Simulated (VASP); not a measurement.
# Pd (Fm-3m) in VASP: further runs

The runs below take Pd through single point, relaxation of cell and atoms, with PBEsol.

Everything below comes from runs of VASP 6.6.1. Logs are shortened: lines on timing, memory, paths and dates and some standing lists are left out, and cuts for length are marked.

**1. The cell of the first run**

Symmetry: Fm-3m, No. 225, cubic system. Conventional cell: a = 3.879 Å, b = 3.879 Å, c = 3.879 Å, α = 90.00°, β = 90.00°, γ = 90.00°. Within 3.6 Å of Pd (site symmetry m-3m) lie 12 Pd at 2.74 Å.

**2. Single point, PBEsol**

INCAR reads:

```
  ALGO = Normal
  EDIFF = 1E-6
  ENCUT = 520
  GGA = PS
  ISIF = 2
  ISMEAR = -1
  LASPH = True
  LCHARG = False
  LREAL = False
  LWAVE = False
  NBANDS = 11
  NELM = 100
  PREC = Accurate
  SIGMA = 0.05
```

KPOINTS reads:

```
k-points
0
Gamma
  11 11 11
```

POSCAR reads:

```
Pd
1.0
    0.0000000000      1.9393288825      1.9393288825
    1.9393288825      0.0000000000      1.9393288825
    1.9393288825      1.9393288825      0.0000000000
Pd
1
Direct
    0.0000000000      0.0000000000      0.0000000000
```

Potentials or basis: VASP PAW PBE potentials, release 64 (Pd).

Started as:

```
cat potpaw_PBE.64/Pd/POTCAR > POTCAR
mpirun -np 1 vasp_std > vasp.out
```

OUTCAR:

```text
EDIFF = 1E-6
   ENCUT = 520
   GGA = PS
   ISIF = 2
   ISMEAR = -1
   LASPH = True
   LREAL = False
   NELM = 100
   PREC = Accurate

 ion  position               nearest neighbor table
   1  0.000  0.000  0.000-

  LATTYP: Found a face centered cubic cell.
 ALAT       =     3.8786577650

  Lattice vectors:

 A1 = (   0.0000000000,   1.9393288825,   1.9393288825)
 A2 = (   1.9393288825,   0.0000000000,   1.9393288825)
 A3 = (   1.9393288825,   1.9393288825,   0.0000000000)

Analysis of symmetry for initial positions (statically):
=====================================================================
 Subroutine PRICEL returns:
 Original cell was already a primitive cell.

 Routine SETGRP: Setting up the symmetry group for a
 face centered cubic supercell.

 Subroutine GETGRP returns: Found 48 space group operations
 (whereof 48 operations were pure point group operations)
 out of a pool of 48 trial point group operations.

The static configuration has the point symmetry O_h .

Analysis of symmetry for dynamics (positions and initial velocities):
=====================================================================
 Subroutine PRICEL returns:
 Original cell was already a primitive cell.

 Routine SETGRP: Setting up the symmetry group for a
 face centered cubic supercell.

 Subroutine GETGRP returns: Found 48 space group operations
 (whereof 48 operations were pure point group operations)
 out of a pool of 48 trial point group operations.

The dynamic configuration has the point symmetry O_h .

 Subroutine INISYM returns: Found 48 space group operations
 (whereof 48 operations are pure point group operations),
 and found     1 'primitive' translations

----------------------------------------------------------------------------------------

                                     Primitive cell

  volume of cell :      14.5876

  direct lattice vectors                    reciprocal lattice vectors
     0.000000000  1.939328882  1.939328882    -0.257821149  0.257821149  0.257821149
     1.939328882  0.000000000  1.939328882     0.257821149 -0.257821149  0.257821149
     1.939328882  1.939328882  0.000000000     0.257821149  0.257821149 -0.257821149

  length of vectors
     2.742625208  2.742625208  2.742625208     0.446559329  0.446559329  0.446559329

  position of ions in fractional coordinates (direct lattice)
     0.000000000  0.000000000  0.000000000

  ion indices of the primitive-cell ions
   primitive index   ion index
                 1           1

----------------------------------------------------------------------------------------

 KPOINTS: k-points

Automatic generation of k-mesh.
 Grid dimensions read from file:
 generate k-points for:   11   11   11

 Generating k-lattice:

  Cartesian coordinates                     Fractional coordinates (reciprocal lattice)
    -0.023438286  0.023438286  0.023438286     0.090909091  0.000000000  0.000000000
     0.023438286 -0.023438286  0.023438286     0.000000000  0.090909091  0.000000000
     0.023438286  0.023438286 -0.023438286     0.000000000  0.000000000  0.090909091

  Length of vectors
     0.040596303  0.040596303  0.040596303

  Shift w.r.t. Gamma in fractional coordinates (k-lattice)
     0.000000000  0.000000000  0.000000000

 Subroutine IBZKPT returns following result:
 ===========================================

 Found     56 irreducible k-points:

 Following reciprocal coordinates:
            Coordinates               Weight
  0.000000  0.000000  0.000000      1.000000
  0.090909  0.000000  0.000000      8.000000
  0.181818  0.000000  0.000000      8.000000
  0.272727  0.000000  0.000000      8.000000
  0.363636  0.000000  0.000000      8.000000
  0.454545  0.000000  0.000000      8.000000
[... 16 lines left out ...]
 -0.272727  0.181818  0.000000     24.000000
 -0.181818  0.181818  0.000000     12.000000
 [... further k-points ...]
   k-points           NKPTS =     56   k-points in BZ     NKDIM =     56   number of bands    NBANDS=     11
   number of dos      NEDOS =    301   number of ions     NIONS =      1
   total plane-waves  NPLWV =   8000
   dimension x,y,z NGX =    20 NGY =   20 NGZ =   20
   dimension x,y,z NGXF=    40 NGYF=   40 NGZF=   40
   ions per type =               1
   NGX,Y,Z   is equivalent  to a cutoff of  12.12, 12.12, 12.12 a.u.
   NGXF,Y,Z  is equivalent  to a cutoff of  24.25, 24.25, 24.25 a.u.
 SYSTEM =  unknown system
   PREC   = accura    normal or accurate (medium, high low for compatibility)
   ISTART =      0    job   : 0-new  1-cont  2-samecut
   ICHARG =      2    charge: 1-file 2-atom 10-const
   ISPIN  =      1    spin polarized calculation?
   LNONCOLLINEAR =      F non collinear calculations
   LSORBIT =      F    spin-orbit coupling
   LASPH  =      T    aspherical Exc in radial PAW
   ENCUT  =  520.0 eV  38.22 Ry    6.18 a.u.   5.10  5.10  5.10*2*pi/ulx,y,z
   NELM   =    100;   NELMIN=  2; NELMDL= -5     # of ELM steps
   EDIFF  = 0.1E-05   stopping-criterion for ELM
   LREAL  =      F    real-space projection
   EDIFFG = 0.1E-04   stopping-criterion for IOM
   NSW    =      0    number of steps for IOM
   IBRION =     -1    ionic relax: 0-MD 1-quasi-New 2-CG
   NFREE  =      0    steps in history (QN), initial steepest desc. (CG)
   ISIF   =      2    stress and relaxation
   ISYM   =      2    0-nonsym 1-usesym 2-fastsym
   POTIM  = 0.5000    time-step for ionic-motion
   TEBEG  =    0.0;   TEEND  =   0.0 temperature during run
   PSTRESS=    0.0 pullay stress
   NELECT =      10.0000    total number of electrons
   NUPDOWN=      -1.0000    fix difference up-down
   EMIN   =  10.00;   EMAX   =-10.00  energy-range for DOS
   EFERMI =   0.00;   METHOD = LEGACY
   ISMEAR =    -1;   SIGMA  =   0.05  broadening in eV -4-tet -1-fermi 0-gaus
   EFERMI_NEDOS =   21; number of points for ismear=-14 and -15
   IALGO  =     38    algorithm
   IMIX   =      4    mixing-type and parameters
     AMIX     =   0.40;   BMIX     =  1.00
     AMIX_MAG =   1.60;   BMIX_MAG =  1.00
  volume/ion in A,a.u.               =      14.59        98.44
  Fermi-wavevector in a.u.,A,eV,Ry     =   1.443489  2.727798 28.349908  2.083659
  Thomas-Fermi vector in A             =   2.561891
   LORBIT       =      0    0 simple, 1 ext, 2 COOP (PROOUT), +10 PAW based schemes
   GGA     = PS    functional components
   LHFCALC =     F    Hartree Fock is set to
   AEXX    =    0.0000 exact exchange contribution
   IVDW    =     0    specifies the selected vdW correction
   LEPSILON=     F    determine dielectric tensor
   LRPA    =     F    only Hartree local field effects (RPA)
 non-spin polarized calculation
  energy-cutoff  :      520.00
  volume of cell :       14.59
 maximum number of plane-waves:       411
   NGX = 11   NGY = 11   NGZ = 11

 number of electron      10.0000001 magnetization

 Free energy of the ion-electron system (eV)
  ---------------------------------------------------
  ext. energy  EPLUGINS =         0.00000000
  ---------------------------------------------------
  free energy    TOTEN  =        -5.95491311 eV

  energy without entropy =       -5.93367105  energy(sigma->0) =       -5.94429208

 E-fermi :   9.8422     XC(G=0): -13.4475

 val. band max:        9.8205568230   @ k =  -0.4545   0.3636   0.0909
 cond. band min:       9.8521557551   @ k =   0.4545   0.1818   0.0000
 fundamental gap:      0.0315989320
 Fermi energy:         9.8421952627

 k-point     1 :       0.0000    0.0000    0.0000
  band No.  band energies     occupation
      1       2.4821      2.00000
      2       6.9141      2.00000
      3       6.9141      2.00000
      4       6.9141      2.00000
      5       8.5755      2.00000
      6       8.5755      2.00000
      7      26.9406      0.00000
      8      31.7724      0.00000
      9      31.7724      0.00000
     10      31.7724      0.00000
     11      35.8941      0.00000

 k-point     2 :       0.0909    0.0000    0.0000
  band No.  band energies     occupation
      1       2.7819      2.00000
      2       6.8102      2.00000
      3       7.0159      2.00000
      4       7.0159      2.00000
      5       8.5292      2.00000
      6       8.5292      2.00000
      7      27.2451      0.00000
      8      30.0586      0.00000
      9      32.1220      0.00000
     10      32.1220      0.00000
     11      35.9701      0.00000

 k-point     3 :       0.1818    0.0000    0.0000
  band No.  band energies     occupation
      1       3.5723      2.00000
      2       6.6579      2.00000
      3       7.2006      2.00000
      4       7.2006      2.00000
      5       8.5222      2.00000
      6       8.5222      2.00000
      7      26.6831      0.00000
      8      28.2115      0.00000
      9      33.0015      0.00000
     10      33.0015      0.00000
     11      35.8635      0.00000

 k-point     4 :       0.2727    0.0000    0.0000
  band No.  band energies     occupation
      1       4.3333      2.00000
      2       7.0629      2.00000
      3       7.1877      2.00000
      4       7.1877      2.00000
      5       8.8370      2.00000
      6       8.8370      2.00000
      7      23.5327      0.00000
      8      27.8455      0.00000
      9      33.4687      0.00000
     10      33.4687      0.00000
     11      35.7295      0.00000
[... 239 lines left out ...]
 k-point    22 :      -0.3636    0.1818    0.0000
  band No.  band energies     occupation
      1       5.1876      2.00000
      2       6.4393      2.00000
      3       7.5023      2.00000
      4       7.5204      2.00000
      5       9.2378      1.99999
      6      12.8970      0.00000
      7      18.7329      0.00000
      8      25.0564      0.00000
      9      28.7540      0.00000
     10      30.5009      0.00000
     11      35.9804      0.00000

 k-point    23 :      -0.2727    0.1818    0.0000
  band No.  band energies     occupation
      1       5.3622      2.00000
      2       6.5342      2.00000
      3       6.9101      2.00000
      4       7.6416      2.00000
      5       8.5302      2.00000
      6      11.2704      0.00000
      7      21.9383      0.00000
      8      25.0829      0.00000
      9      29.4728      0.00000
     10      32.8517      0.00000
     11      34.4146      0.00000

 k-point    24 :      -0.1818    0.1818    0.0000
  band No.  band energies     occupation
      1       4.9907      2.00000
      2       6.2081      2.00000
      3       7.1156      2.00000
      4       7.8446      2.00000
      5       7.9007      2.00000
      6       9.9750      0.13125
      7      24.9002      0.00000
      8      25.8812      0.00000
      9      31.0078      0.00000
     10      32.3743      0.00000
     11      34.9781      0.00000

 [... further k-points ...]

------------------------ aborting loop because EDIFF is reached ----------------------------------------

  FORCE on cell =-STRESS in cart. coord.  units (eV):
  Direction    XX          YY          ZZ          XY          YZ          ZX
  --------------------------------------------------------------------------------------
  -------------------------------------------------------------------------------------
  Total       -0.0335316     -0.0335316     -0.0335316      0.0000000      0.0000000     -0.0000000
  in kB       -3.6828200     -3.6828200     -3.6828200      0.0000000      0.0000000     -0.0000000
  external PRESSURE =      -3.6828200 kB  Pullay stress =       0.0000000 kB

 VOLUME and BASIS-vectors are now :
 -----------------------------------------------------------------------------
  energy-cutoff  :      520.00
  volume of cell :       14.59
      direct lattice vectors                 reciprocal lattice vectors
     0.000000000  1.939328882  1.939328882    -0.257821149  0.257821149  0.257821149
     1.939328882  0.000000000  1.939328882     0.257821149 -0.257821149  0.257821149
     1.939328882  1.939328882  0.000000000     0.257821149  0.257821149 -0.257821149

 POSITION                                       TOTAL-FORCE (eV/Angst)
 -----------------------------------------------------------------------------------
      0.00000      0.00000      0.00000         0.000000      0.000000      0.000000
 -----------------------------------------------------------------------------------
    total drift:                                0.000000      0.000000      0.000000

  FREE ENERGIE OF THE ION-ELECTRON SYSTEM (eV)
  ---------------------------------------------------
  free  energy   TOTEN  =        -5.9549131140 eV

  energy  without entropy=       -5.9336710514  energy(sigma->0) =       -5.94429208
```

It took 8.1 s on 1 thread of Intel Xeon 8259CL, shared host; peak memory 0.13 GiB.

What came out:

- Free energy: -5.9549 eV
- Pressure: -0.4 GPa
- Band gap on the k mesh: zero (bands 5 and 6 overlap by 1.54 eV)

Caveat: the PAW data sets were made with another functional, which shifts forces and pressure a little.

(Continued in part 2 of 2.)
